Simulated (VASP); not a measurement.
A run of VASP 6.6.1:

INCAR

```
PREC = Accurate ; ENCUT = 520
EDIFF = 1E-7 ; ISMEAR = 0
SIGMA = 0.1 ; LREAL = Auto
LASPH = True ; NELM = 60
ALGO = Normal ; ISIF = 2
LWAVE = False ; LCHARG = False
GGA = PS ; ISYM = 0
NBANDS = 62
```

The input KPOINTS:

```
Automatic mesh
0
Gamma
  2 2 2
  0.5 0.5 0.5
```

POSCAR

```
NaLiICl
1.0
    0.0000000000      8.1832720000      0.0000000000
   -8.1832720000      0.0000000000      0.0000000000
    4.0916360000     -4.0916360000      6.2153440000
Na Li I Cl
4 4 4 4
Direct
    0.5000000000      0.5000000000      0.5000000000
    0.0000000000      0.5000000000      0.5000000000
    0.5000000000      0.0000000000      0.5000000000
    0.0000000000      0.0000000000      0.5000000000
    0.0000000000      0.5000000000      0.0000000000
    0.5000000000      0.5000000000      0.0000000000
    0.0000000000      0.0000000000      0.0000000000
    0.5000000000      0.0000000000      0.0000000000
    0.2500000000      0.2500000000      0.0000000000
    0.7500000000      0.2500000000      0.0000000000
    0.2500000000      0.7500000000      0.0000000000
    0.7500000000      0.7500000000      0.0000000000
    0.2500000000      0.7500000000      0.5000000000
    0.7500000000      0.7500000000      0.5000000000
    0.2500000000      0.2500000000      0.5000000000
    0.7500000000      0.2500000000      0.5000000000
```

Potentials or basis: VASP PAW PBE potentials, release 64 (Na_pv, Li_sv, I, Cl).

Run with:

```console
$ cat potpaw_PBE.64/Na_pv/POTCAR potpaw_PBE.64/Li_sv/POTCAR potpaw_PBE.64/I/POTCAR potpaw_PBE.64/Cl/POTCAR > POTCAR
$ mpirun -np 1 vasp_std > vasp.out
```

Hardware: 1 thread of Intel Xeon 8259CL, on a shared host.

Question: Estimate the wall time of this run.

Answer: Run time: 14 min on 1 thread of Intel Xeon 8259CL (shared host), peak memory 0.63 GiB. Counts: scf iterations 16, k points 8.
